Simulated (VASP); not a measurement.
Runs of VASP 6.6.1 on SbTe2O3. The structure is that of space group P6/mmm (No. 191), or close to it. The cells are those of the table. 

```tsv
task	cell	k mesh	cutoff (eV)	gap on the mesh (eV)	pressure (GPa)	relaxed volume (Å³/atom)
single point	a = 5.760, b = 5.760, c = 3.367 Å, angles 90.0, 90.0, 120.0°, 6 atoms	6 × 6 × 12	520	none	-0.5	-
relaxation of cell and atoms	relaxed from a = 5.762, b = 5.762, c = 3.373 Å, angles 90.0, 90.0, 120.0°, 6 atoms	6 × 6 × 12	600	none	-0.1	16.04
relaxation of cell and atoms	relaxed from a = 6.280, b = 6.280, c = 3.398 Å, angles 90.0, 90.0, 120.0°, 6 atoms	3 × 3 × 6	600	none	-0.3	16.04
single point	a = 5.762, b = 5.762, c = 3.373 Å, angles 90.0, 90.0, 120.0°, 6 atoms	3 × 3 × 6	520	none	-0.9	-
single point	a = 6.280, b = 6.280, c = 3.398 Å, angles 90.0, 90.0, 120.0°, 6 atoms	3 × 3 × 6	520	none	(a)	-
```

Alike in all rows: level PBE; potentials or basis VASP PAW PBE potentials, release 64 (Sb, Te, O); no spin polarisation; smearing gaussian 0.1 eV.

**Question.** Estimate the missing entries.

**Answer.** (a) -11.3.

Caveats: some runs use coarse meshes; spin-orbit coupling is left out, which moves the levels of the heavy elements; an odd number of electrons without spin polarisation forces a metal; a magnetic or distorted state may lie lower; the volume moved by over 15 % at a fixed basis, so the end points are rough (some runs).

A k mesh can miss the band edges, and the runs leave out spin-orbit coupling on Sb, Te.

A gap of «none» marks levels without a gap at the run's occupations.
